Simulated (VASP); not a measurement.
# WSe2 (P-6m2) in VASP: notebook, part 2 of 2

VASP 6.6.1. Earlier steps stand in the parts before.

### Step 4. Single point, PBE+D3(BJ)

This run uses another cell than the first one, of the same volume but with other edges.

File INCAR:

```
SYSTEM = WSe2
  PREC = Accurate
  ENCUT = 520
  EDIFF = 1E-7
  ISMEAR = 0
  SIGMA = 0.05
  LREAL = .FALSE.
  LASPH = .TRUE.
  NELM = 100
  ALGO = Normal
  ISIF = 2
  LWAVE = .FALSE.
  LCHARG = .FALSE.
  GGA = PE
  IVDW = 12
  NBANDS = 20
```

File KPOINTS:

```
Automatic mesh
0
G
  9 9 4
  0 0 0
```

File POSCAR:

```
WSe2
1.0
    3.2329475091      0.0000000000      0.0000000000
   -1.6164737546      2.7998146720      0.0000000000
    0.0000000000      0.0000000000      7.2065632926
W Se
1 2
Direct
    0.0000000000      0.0000000000      0.0000000000
    0.3333333333      0.6666666667      0.2643480231
    0.3333333333      0.6666666667      0.7356519769
```

Potentials or basis: VASP PAW PBE potentials, release 64 (W_sv, Se).

The run is started by

```console
$ cat potpaw_PBE.64/W_sv/POTCAR potpaw_PBE.64/Se/POTCAR > POTCAR
$ mpirun -np 1 vasp_std > vasp.out
```

OUTCAR:

```text
SYSTEM = WSe2
   PREC = Accurate
   ENCUT = 520
   EDIFF = 1E-7
   ISMEAR = 0
   LREAL = .FALSE.
   LASPH = .TRUE.
   NELM = 100
   ISIF = 2
   GGA = PE
   IVDW = 12
 IVDW          = 12

 ion  position               nearest neighbor table
   1  0.000  0.000  0.000-   2 2.67   3 2.67   2 2.67   3 2.67   2 2.67   3 2.67
   2  0.333  0.667  0.264-   1 2.67   1 2.67   1 2.67
   3  0.333  0.667  0.736-   1 2.67   1 2.67   1 2.67

  LATTYP: Found a hexagonal cell.
 ALAT       =     3.2329475091
 C/A-ratio  =     2.2291000000

  Lattice vectors:

 A1 = (   3.2329475091,   0.0000000000,   0.0000000000)
 A2 = (  -1.6164737546,   2.7998146720,   0.0000000000)
 A3 = (   0.0000000000,   0.0000000000,   7.2065632926)

Analysis of symmetry for initial positions (statically):
=====================================================================
 Subroutine PRICEL returns:
 Original cell was already a primitive cell.

 Routine SETGRP: Setting up the symmetry group for a
 hexagonal supercell.

 Subroutine GETGRP returns: Found 12 space group operations
 (whereof 12 operations were pure point group operations)
[... 163 lines left out ...]

  energy without entropy =      -20.94856762  energy(sigma->0) =      -20.94856762

 E-fermi :   5.6791     XC(G=0): -10.4224

 val. band max:        5.3538525164   @ k =   0.3333   0.3333   0.5000
 cond. band min:       5.9843296330   @ k =   0.2222   0.1111   0.0000
 fundamental gap:      0.6304771166
 Fermi energy:         5.6790591190

 k-point     1 :       0.0000    0.0000    0.0000
  band No.  band energies     occupation
      1     -68.9148      2.00000
      2     -33.1402      2.00000
      3     -32.8990      2.00000
      4     -32.8990      2.00000
      5      -9.2591      2.00000
      6      -8.2792      2.00000
[... 541 lines left out ...]
     19      11.8204      0.00000
     20      13.9598      0.00000

 [... further k-points ...]

------------------------ aborting loop because EDIFF is reached ----------------------------------------

 Edisp (eV)   -1.29388

 E8    (eV) :    -0.5765

  FORCE on cell =-STRESS in cart. coord.  units (eV):
  Direction    XX          YY          ZZ          XY          YZ          ZX
  --------------------------------------------------------------------------------------
  -------------------------------------------------------------------------------------
  Total      -1.89528    -1.89528    -9.70411     0.00000     0.00000     0.00000
  in kB     -46.55085   -46.55085  -238.34727     0.00000     0.00000     0.00000
  external pressure =     -110.48 kB  Pullay stress =        0.00 kB

 VOLUME and BASIS-vectors are now :
 -----------------------------------------------------------------------------
  energy-cutoff  :      520.00
  volume of cell :       65.23
      direct lattice vectors                 reciprocal lattice vectors
     3.232947509  0.000000000  0.000000000     0.309315260  0.178583249  0.000000000
    -1.616473755  2.799814672  0.000000000     0.000000000  0.357166497  0.000000000
     0.000000000  0.000000000  7.206563293     0.000000000  0.000000000  0.138762397

 POSITION                                       TOTAL-FORCE (eV/Angst)
 -----------------------------------------------------------------------------------
      0.00000      0.00000      0.00000         0.000000      0.000000      0.000000
     -0.00000      1.86654      1.90504         0.000000     -0.000000     -2.737822
     -0.00000      1.86654      5.30152        -0.000000      0.000000      2.737822
 -----------------------------------------------------------------------------------
    total drift:                                0.000000     -0.000000     -0.000000

  FREE ENERGIE OF THE ION-ELECTRON SYSTEM (eV)
  ---------------------------------------------------
  free  energy   TOTEN  =       -22.2424452301 eV

  energy  without entropy=      -22.2424452301  energy(sigma->0) =      -22.24244523
```

OSZICAR:

```text
N       E                     dE             d eps       ncg     rms          rms(c)
DAV:   1     0.189182995730E+03    0.18918E+03   -0.12561E+04  1448   0.125E+03
DAV:   2    -0.123096769973E+02   -0.20149E+03   -0.19511E+03  1716   0.321E+02
DAV:   3    -0.219830957918E+02   -0.96734E+01   -0.95344E+01  1768   0.647E+01
DAV:   4    -0.221077009810E+02   -0.12461E+00   -0.12452E+00  1664   0.803E+00
DAV:   5    -0.221089981846E+02   -0.12972E-02   -0.12971E-02  1744   0.906E-01    0.169E+01
DAV:   6    -0.213959177712E+02    0.71308E+00   -0.83839E+00  1596   0.160E+01    0.551E+00
DAV:   7    -0.210757229775E+02    0.32019E+00   -0.39299E+00  1512   0.888E+00    0.423E+00
DAV:   8    -0.209486670865E+02    0.12706E+00   -0.54714E-01  1640   0.426E+00    0.765E-01
DAV:   9    -0.209486853489E+02   -0.18262E-04   -0.26812E-02  1656   0.922E-01    0.495E-01
DAV:  10    -0.209484621469E+02    0.22320E-03   -0.41773E-03  1624   0.493E-01    0.571E-02
DAV:  11    -0.209485418632E+02   -0.79716E-04   -0.41271E-04  1660   0.138E-01    0.744E-02
DAV:  12    -0.209485458687E+02   -0.40055E-05   -0.42158E-05  1592   0.352E-02    0.339E-02
DAV:  13    -0.209485668989E+02   -0.21030E-04   -0.27282E-05  1556   0.291E-02    0.563E-03
DAV:  14    -0.209485676797E+02   -0.78079E-06   -0.14669E-06  1864   0.606E-03    0.247E-03
DAV:  15    -0.209485676180E+02    0.61777E-07   -0.24439E-07  1552   0.242E-03
   1 F= -.22242445E+02 E0= -.22242445E+02  d E =-.677219E-19
```

Wall time 42 s (1 thread of Intel Xeon 8259CL, shared host); peak memory 0.21 GiB.

What came out:

- Free energy: -22.2424 eV
- Pressure: -11.0 GPa
- Largest force: 2.738 eV/Å
- Band gap on the k mesh: 0.63 eV (least direct gap 1.31 eV)
- Dispersion energy per atom: -0.431 eV

Forces on the atoms (eV/Å):
```
W    0.000  0.000  0.000
Se   0.000  0.000 -2.738
Se   0.000  0.000  2.738
```

Caveat: the cell stands under tension; spin-orbit coupling is left out, which moves the levels of the heavy elements; an odd mesh through Γ misses points on the zone boundary, where band edges can lie; forces of over 1 eV/Å act on the atoms, so gaps and moduli don't describe the material at rest.

### Step 5. Summary

```csv
cell,gap on the mesh (eV),pressure (GPa),largest force (eV/Å)
"a = 3.380, b = 3.380, c = 6.595 Å, angles 90.0, 90.0, 120.0°, 3 atoms, atomic positions A",0.84,-4.0,0.51
"a = 3.380, b = 3.380, c = 6.595 Å, angles 90.0, 90.0, 120.0°, 3 atoms, atomic positions B",none,9.4,2.89
"a = 3.233, b = 3.233, c = 7.207 Å, angles 90.0, 90.0, 120.0°, 3 atoms, atomic positions C",0.63,-11.0,2.74
```

Alike in all rows: task single point; level PBE+D3(BJ); potentials or basis VASP PAW PBE potentials, release 64 (W_sv, Se); no spin polarisation; k mesh 9 × 9 × 4; cutoff (eV) 520; smearing gaussian 0.05 eV.

Caveats: spin-orbit coupling is left out, which moves the levels of the heavy elements; the cell stands under tension (at least some runs); an odd mesh through Γ misses points on the zone boundary, where band edges can lie (at least some runs); forces of over 1 eV/Å act on the atoms, so gaps and moduli don't describe the material at rest (at least some runs); the cell stands under pressure (at least some runs).

Absolute energies hang on the potentials; compare differences alone.
